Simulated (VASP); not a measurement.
Runs of VASP 6.6.1 on Cu. The structure is that of space group P6_3/mmc (No. 194), or close to it. The cells are those of the table. 

```tsv
task	cell	k mesh	cutoff (eV)	smearing	gap on the mesh (eV)	pressure (GPa)
single point	a = 2.520, b = 2.520, c = 8.235 Å, angles 90.0, 90.0, 120.0°, 4 atoms	18 × 18 × 6	520	gaussian 0.1 eV	none	0.9
relaxation of cell and atoms	relaxed to 15 GPa from a = 2.456, b = 2.456, c = 8.029 Å, angles 90.0, 90.0, 120.0°, 4 atoms	18 × 18 × 6	600	gaussian 0.1 eV	none	15.0
single point	a = 2.554, b = 2.554, c = 7.865 Å, angles 90.0, 90.0, 120.0°, 4 atoms	24 × 24 × 6	520	gaussian 0.1 eV	none	(b)
single point	a = 2.520, b = 2.520, c = 8.235 Å, angles 90.0, 90.0, 120.0°, 4 atoms	18 × 18 × 4	520	gaussian 0.15 eV	none	(a)
single point	a = 2.520, b = 2.520, c = 8.235 Å, angles 90.0, 90.0, 120.0°, 4 atoms	24 × 24 × 6	520	gaussian 0.1 eV	none	(c)
relaxation of cell and atoms	relaxed to 3 GPa from a = 2.496, b = 2.496, c = 8.158 Å, angles 90.0, 90.0, 120.0°, 4 atoms	18 × 18 × 6	600	gaussian 0.1 eV	none	3.1
single point	a = 2.558, b = 2.558, c = 8.156 Å, angles 90.0, 90.0, 120.0°, 4 atoms	24 × 24 × 6	520	gaussian 0.1 eV	none	-2.7
single point	a = 2.539, b = 2.539, c = 7.988 Å, angles 90.0, 90.0, 120.0°, 4 atoms	24 × 24 × 6	520	gaussian 0.1 eV	none	3.7
single point	a = 2.482, b = 2.482, c = 8.322 Å, angles 90.0, 90.0, 120.0°, 4 atoms	24 × 24 × 6	520	gaussian 0.1 eV	none	4.4
single point	a = 2.541, b = 2.541, c = 7.988 Å, angles 90.0, 90.0, 120.0°, 4 atoms	24 × 24 × 6	520	gaussian 0.1 eV	none	3.5
single point	a = 2.495, b = 2.495, c = 8.606 Å, angles 90.0, 90.0, 120.0°, 4 atoms	24 × 24 × 6	520	gaussian 0.1 eV	none	-2.6
```

Alike in all rows: level PBEsol; potentials or basis VASP PAW PBE potentials, release 64 (Cu); no spin polarisation.

Question: Estimate the missing entries.

Answer: (a) 1.0; (b) 4.8; (c) 0.7.

Caveats: the PAW data sets were made with another functional, which shifts forces and pressure a little; the cell is relaxed towards a set pressure, so the enthalpy falls and the energy may rise (some runs).

A gap of «none» marks levels without a gap at the run's occupations.
